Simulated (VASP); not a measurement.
# Si2TeO6 in VASP: a series of runs

Si2TeO6 is run at these levels: PBE; tasks: single point.

Program: VASP 6.6.1. These are calculated values, not measurements. Logs are shortened: lines on timing, memory, paths and dates and some standing lists are left out, and cuts for length are marked.

## 1. The cell of the first run

The cell holds an amorphous packing of atoms, 18 atoms: a = 6.741 Å, b = 6.511 Å, c = 6.296 Å, α = 92.46°, β = 91.47°, γ = 90.35°.

## 2. Single point, PBE

The input, INCAR:

```
ALGO     = Normal         # electronic algorithm
EDIFF    = 1E-6           # SCF threshold, eV
ENCUT    = 520            # plane-wave cutoff, eV
GGA      = PE             # functional
ISIF     = 2              # what is computed and relaxed
ISMEAR   = -1             # smearing method
ISYM     = 0            
LASPH    = True           # aspherical terms in the spheres
LCHARG   = False          # write CHGCAR
LREAL    = Auto         
LWAVE    = False          # write WAVECAR
NBANDS   = 65             # bands
NELM     = 100            # most SCF steps
PREC     = Accurate       # precision mode
SIGMA    = 0.1172         # smearing width, eV
```

The input, KPOINTS:

```
k-points
0
Gamma
  1 1 1
```

The input, POSCAR:

```
Si2TeO6
1.0
    6.7408150000     -0.0209520000     -0.0836220000
   -0.0209520000      6.5091140000     -0.1374820000
   -0.0836220000     -0.1374820000      6.2942280000
Te O Si
2 12 4
Direct
    0.0704118823      0.7020369887      0.8039199457
    0.3198962834      0.2018941261      0.9351436229
    0.5755197445      0.4681148492      0.2236993127
    0.7416926293      0.2879548662      0.5189850816
    0.4458027629      0.0243927178      0.7102422216
    0.0322663889      0.0998516728      0.7794320428
    0.8638278720      0.5377188582      0.8636434331
    0.2215096235      0.4183025694      0.7502585149
    0.7091804283      0.1895446610     -0.0318728421
    0.2703669020      0.7454698463      0.0558726672
    0.3939780939      0.7208791964      0.4285305759
    0.1970184182      0.3938307738      0.2099945723
    0.6105862048      0.0190830665      0.3155966097
    0.7847260811      0.7841408246      0.5767623310
    0.6684001908      0.2416372518      0.2272159085
    0.8526342075      0.2882965172      0.7527931240
    0.5722844547      0.8823545034      0.5229669838
    0.3644328286      0.5676533105      0.2133625783
```

Potentials or basis: VASP PAW PBE potentials, release 64 (Te, O, Si).

The run is started by

```sh
cat potpaw_PBE.64/Te/POTCAR potpaw_PBE.64/O/POTCAR potpaw_PBE.64/Si/POTCAR > POTCAR
mpirun -np 1 vasp_gam > vasp.out
```

OUTCAR:

```text
EDIFF = 1E-6
   ENCUT = 520
   GGA = PE
   ISIF = 2
   ISMEAR = -1
   ISYM = 0
   LASPH = True
   LREAL = Auto
   NELM = 100
   PREC = Accurate

 ion  position               nearest neighbor table
   1  0.070  0.702  0.804-   7 1.81  10 2.06   8 2.13  14 2.44   6 2.62  16 3.06  18 3.36
   2  0.320  0.202  0.935-   8 1.97   5 2.00   6 2.23  12 2.27   9 2.63  18 2.90  15 2.95  16 3.38

   3  0.576  0.468  0.224-  18 1.57  15 1.61
   4  0.742  0.288  0.519-  16 1.63  15 1.90
   5  0.446  0.024  0.710-  17 1.71   2 2.00
   6  0.032  0.100  0.779-  16 1.74   2 2.23   1 2.62
   7  0.864  0.538  0.864-  16 1.74   1 1.81
   8  0.222  0.418  0.750-   2 1.97   1 2.13
   9  0.709  0.190  0.968-  15 1.68  16 1.82   2 2.63
  10  0.270  0.745  0.056-  18 1.67   1 2.06
  11  0.394  0.721  0.429-  18 1.65  17 1.67
  12  0.197  0.394  0.210-  18 1.59   2 2.27
  13  0.611  0.019  0.316-  15 1.62  17 1.64
  14  0.785  0.784  0.577-  17 1.61   1 2.44
  15  0.668  0.242  0.227-   3 1.61  13 1.62   9 1.68   4 1.90   2 2.95  18 2.96  17 3.13
  16  0.853  0.288  0.753-   4 1.63   6 1.74   7 1.74   9 1.82   1 3.06   2 3.38
  17  0.572  0.882  0.523-  14 1.61  13 1.64  11 1.67   5 1.71  18 3.07  15 3.13
  18  0.364  0.568  0.213-   3 1.57  12 1.59  11 1.65  10 1.67   2 2.90  15 2.96  17 3.07   1 3.36

IMPORTANT INFORMATION: All symmetrisations will be switched off!
NOSYMM: (Re-)initialisation of all symmetry stuff for point group C_1.

----------------------------------------------------------------------------------------

                                     Primitive cell

  volume of cell :     275.9940

  direct lattice vectors                    reciprocal lattice vectors
     6.740815000 -0.020952000 -0.083622000     0.148376224  0.000519479  0.001982600
    -0.020952000  6.509114000 -0.137482000     0.000519479  0.153703468  0.003364177
    -0.083622000 -0.137482000  6.294228000     0.001982600  0.003364177  0.158975541

  length of vectors
     6.741366218  6.510599462  6.296284623     0.148390378  0.153741158  0.159023492

  position of ions in fractional coordinates (direct lattice)
     0.070411882  0.702036989  0.803919946
     0.319896283  0.201894126  0.935143623
     0.575519744  0.468114849  0.223699313
     0.741692629  0.287954866  0.518985082
     0.445802763  0.024392718  0.710242222
     0.032266389  0.099851673  0.779432043
[... 10 lines left out ...]
     0.572284455  0.882354503  0.522966984
     0.364432829  0.567653310  0.213362578

  ion indices of the primitive-cell ions
   primitive index   ion index
                 1           1
                 2           2
                 3           3
                 4           4
                 5           5
                 6           6
[... 10 lines left out ...]
                17          17
[... 57 lines left out ...]
   POTIM  = 0.5000    time-step for ionic-motion
   TEBEG  =    0.0;   TEEND  =   0.0 temperature during run
   PSTRESS=    0.0 pullay stress
   NELECT =     100.0000    total number of electrons
   NUPDOWN=      -1.0000    fix difference up-down
   EMIN   =  10.00;   EMAX   =-10.00  energy-range for DOS
   EFERMI =   0.00;   METHOD = LEGACY
   ISMEAR =    -1;   SIGMA  =   0.12  broadening in eV -4-tet -1-fermi 0-gaus
   EFERMI_NEDOS =   21; number of points for ismear=-14 and -15
   IALGO  =     38    algorithm
   IMIX   =      4    mixing-type and parameters
     AMIX     =   0.40;   BMIX     =  1.00
     AMIX_MAG =   1.60;   BMIX_MAG =  1.00
  volume/ion in A,a.u.               =      15.33       103.47
  Fermi-wavevector in a.u.,A,eV,Ry     =   1.167101  2.205500 18.532819  1.362124
  Thomas-Fermi vector in A             =   2.303605
   LORBIT       =      0    0 simple, 1 ext, 2 COOP (PROOUT), +10 PAW based schemes
   GGA     = PE    functional components
   LHFCALC =     F    Hartree Fock is set to
   AEXX    =    0.0000 exact exchange contribution
   IVDW    =     0    specifies the selected vdW correction
   LEPSILON=     F    determine dielectric tensor
   LRPA    =     F    only Hartree local field effects (RPA)
 non-spin polarized calculation
  energy-cutoff  :      520.00
  volume of cell :      275.99
 maximum number of plane-waves:      3722
 NGX is ok and might be reduce to    50
   NGX = 25   NGY = 25   NGZ = 23

 number of electron     100.0000006 magnetization

 Free energy of the ion-electron system (eV)
  ---------------------------------------------------
  ext. energy  EPLUGINS =         0.00000000
  ---------------------------------------------------
  free energy    TOTEN  =      -117.39184074 eV

  energy without entropy =     -117.38041399  energy(sigma->0) =     -117.38612737

 E-fermi :   2.9402     XC(G=0):  -8.7479

 val. band max:        2.2761583129   @ k =   0.0000   0.0000   0.0000
 cond. band min:       3.6006857112   @ k =   0.0000   0.0000   0.0000
 fundamental gap:      1.3245273983
 Fermi energy:         2.9401683344

 k-point     1 :       0.0000    0.0000    0.0000
  band No.  band energies     occupation
      1     -18.5740      2.00000
      2     -18.1044      2.00000
      3     -17.2079      2.00000
      4     -16.8377      2.00000
      5     -16.6953      2.00000
      6     -16.2152      2.00000
[... 54 lines left out ...]
     61       9.2846      0.00000
     62      10.0654      0.00000
 [bands above 62 left out]

------------------------ aborting loop because EDIFF is reached ----------------------------------------

  FORCE on cell =-STRESS in cart. coord.  units (eV):
  Direction    XX          YY          ZZ          XY          YZ          ZX
  --------------------------------------------------------------------------------------
  -------------------------------------------------------------------------------------
  Total       -0.9378046      7.1991319    -11.2158979     10.5548065      0.5028423     -3.9580552
  in kB       -5.4440650     41.7918006    -65.1095959     61.2718832      2.9190583    -22.9769723
  external PRESSURE =      -9.5872868 kB  Pullay stress =       0.0000000 kB

 VOLUME and BASIS-vectors are now :
 -----------------------------------------------------------------------------
  energy-cutoff  :      520.00
  volume of cell :      275.99
      direct lattice vectors                 reciprocal lattice vectors
     6.740815000 -0.020952000 -0.083622000     0.148376224  0.000519479  0.001982600
    -0.020952000  6.509114000 -0.137482000     0.000519479  0.153703468  0.003364177
    -0.083622000 -0.137482000  6.294228000     0.001982600  0.003364177  0.158975541

 POSITION                                       TOTAL-FORCE (eV/Angst)
 -----------------------------------------------------------------------------------
      0.39270      4.45764      4.95765         3.177894      1.973077     -2.302106
      2.07393      1.17888      5.83150        -2.698143     -0.983738     -2.657173
      3.85096      3.00420      1.29553         2.083606     -1.024841     -1.402183
      4.95018      1.78744      3.16500         1.728949      0.884357      0.532811
      2.94517      0.05179      4.42979         0.026467     -0.454721     -0.596862
      0.15023      0.54211      4.88950         0.841067      0.845264      1.443867
[... 10 lines left out ...]
      3.79544      5.65946      3.12251        -0.272587     -0.605894      0.676502
      2.42684      3.65795      1.23444        -3.158713      3.397916      2.531110
 -----------------------------------------------------------------------------------
    total drift:                               -0.000420      0.015217      0.000153

  FREE ENERGIE OF THE ION-ELECTRON SYSTEM (eV)
  ---------------------------------------------------
  free  energy   TOTEN  =      -117.3918407390 eV

  energy  without entropy=     -117.3804139947  energy(sigma->0) =     -117.38612737
```

stdout:

```text
POSCAR found type information on POSCAR TeO Si
 POSCAR found :  3 types and      18 ions
 scaLAPACK will be used
 LDA part: xc-table for (Slater+PW92), standard interpolation
 POSCAR, INCAR and KPOINTS ok, starting setup
 FFT: planning ... GRIDC
 FFT: planning ... GRID_SOFT
 FFT: planning ... GRID
 WAVECAR not read
 entering main loop
```

Run time: 38 s. Hardware: 1 thread of AMD EPYC 7R13 (Zen 3), shared host; peak memory 0.28 GiB.

What came out:

```yaml
Free_energy: -117.3918 eV
Pressure: -1.0 GPa
Largest_force: 5.285 eV/Å
Band_gap_on_the_k_mesh: 1.32 eV
```

Forces in eV/Å, atoms in the order of the input:
```
Te   3.178  1.973 -2.302
Te  -2.698 -0.984 -2.657
O    2.084 -1.025 -1.402
O    1.729  0.884  0.533
O    0.026 -0.455 -0.597
O    0.841  0.845  1.444
O   -1.471 -3.542  1.056
O    0.028  0.861 -0.095
O    0.740  0.787  0.315
O   -0.511  0.217 -0.979
O   -0.231  0.369  0.850
O   -0.079 -1.415 -0.898
O   -0.923  0.756 -2.802
O   -0.291  0.412  0.817
Si   1.517 -1.306  2.770
Si  -0.507 -1.171  0.740
Si  -0.273 -0.606  0.677
Si  -3.159  3.398  2.531
```

Stress tensor (GPa, compression positive):
```
-0.54  6.13 -2.30
 6.13  4.18  0.29
-2.30  0.29 -6.51
```

Caveat: the k points lie up to 1.00 Å⁻¹ apart; spin-orbit coupling is left out, which moves the levels of the heavy elements.

[end of part 1 of 2]
